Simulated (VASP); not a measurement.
Wanted: the native input for a VASP 6.6.1 run.

```
Task                   : single point
Functional             : r2SCAN
Potentials or basis    : VASP PAW PBE potentials, release 64 (K_sv, Cd, C, O, F)
Cutoff                 : 520 eV
k mesh                 : 6 × 6 × 6
Occupations            : gaussian, width 0.01 eV
Spin                   : no spin polarisation
Dipole correction      : no
Further INCAR settings : ALGO = Normal; EDIFF = 1e-07; NBANDS = 34
```

KCdCO3F:

```
K Cd C O F
1.0
     5.14082    0.00000    0.00000
    -2.57041    4.45208    0.00000
     0.00000    0.00000    4.51083
K Cd C O F
1 1 1 3 1
Direct
  0.00000 0.00000 0.00000
  0.66667 0.33333 0.50000
  0.33333 0.66667 0.50000
  0.18641 0.37283 0.50000
  0.18641 0.81359 0.50000
  0.62717 0.81359 0.50000
  0.66667 0.33333 0.00000
```

One way to write it, as run:

POSCAR

```
KCdCO3F
1.0
    5.1408155076      0.0000000000      0.0000000000
   -2.5704077538      4.4520768258      0.0000000000
    0.0000000000      0.0000000000      4.5108326626
K Cd C O F
1 1 1 3 1
Direct
    0.0000000000      0.0000000000      0.0000000000
    0.6666666667      0.3333333333      0.5000000000
    0.3333333333      0.6666666667      0.5000000000
    0.1864134959      0.3728269919      0.5000000000
    0.1864134959      0.8135865041      0.5000000000
    0.6271730081      0.8135865041      0.5000000000
    0.6666666667      0.3333333333      0.0000000000
```

INCAR.step1

```
PREC     = Accurate       # precision mode
ENCUT    = 520            # plane-wave cutoff, eV
ISMEAR   = 0              # smearing method
SIGMA    = 0.01           # smearing width, eV
LREAL    = False          # projectors in reciprocal space
LASPH    = True           # aspherical terms in the spheres
NELM     = 60             # most SCF steps
NBANDS   = 34             # bands
GGA      = PE             # functional
ALGO     = Normal         # electronic algorithm
EDIFF    = 1E-4           # SCF threshold, eV
LWAVE    = True           # write WAVECAR
LCHARG   = False          # write CHGCAR
```

INCAR.step2

```
PREC     = Accurate       # precision mode
ENCUT    = 520            # plane-wave cutoff, eV
EDIFF    = 1E-7           # SCF threshold, eV
ISMEAR   = 0              # smearing method
SIGMA    = 0.01           # smearing width, eV
LREAL    = False          # projectors in reciprocal space
LASPH    = True           # aspherical terms in the spheres
NELM     = 60             # most SCF steps
ALGO     = Normal         # electronic algorithm
ISIF     = 2              # what is computed and relaxed
LWAVE    = False          # write WAVECAR
LCHARG   = False          # write CHGCAR
METAGGA  = R2SCAN         # meta-GGA
LMIXTAU  = True         
NBANDS   = 34             # bands
ISTART   = 1
```

KPOINTS

```
Automatic mesh
0
Gamma
  6 6 6
```

Potentials or basis: VASP PAW PBE potentials, release 64 (K_sv, Cd, C, O, F).

The run is started by

```console
$ cat potpaw_PBE.64/K_sv/POTCAR potpaw_PBE.64/Cd/POTCAR potpaw_PBE.64/C/POTCAR potpaw_PBE.64/O/POTCAR potpaw_PBE.64/F/POTCAR > POTCAR
$ cp INCAR.step1 INCAR
$ mpirun -np 1 vasp_std > vasp.out
$ cp INCAR.step2 INCAR
$ mpirun -np 1 vasp_std > vasp.out
```

It gave:

| Property | Result |
| --- | --- |
| Pressure | -5.0 GPa |
| Largest force | 1.068 eV/Å |
| Band gap on the k mesh | 2.39 eV |

Caveat: the cell stands under tension; the PAW data sets were made with another functional, which shifts forces and pressure a little.

Wall time 9 min on 1 thread of Oxide Virtual Turin-like Processor, on a shared host, peak memory 0.28 GiB.
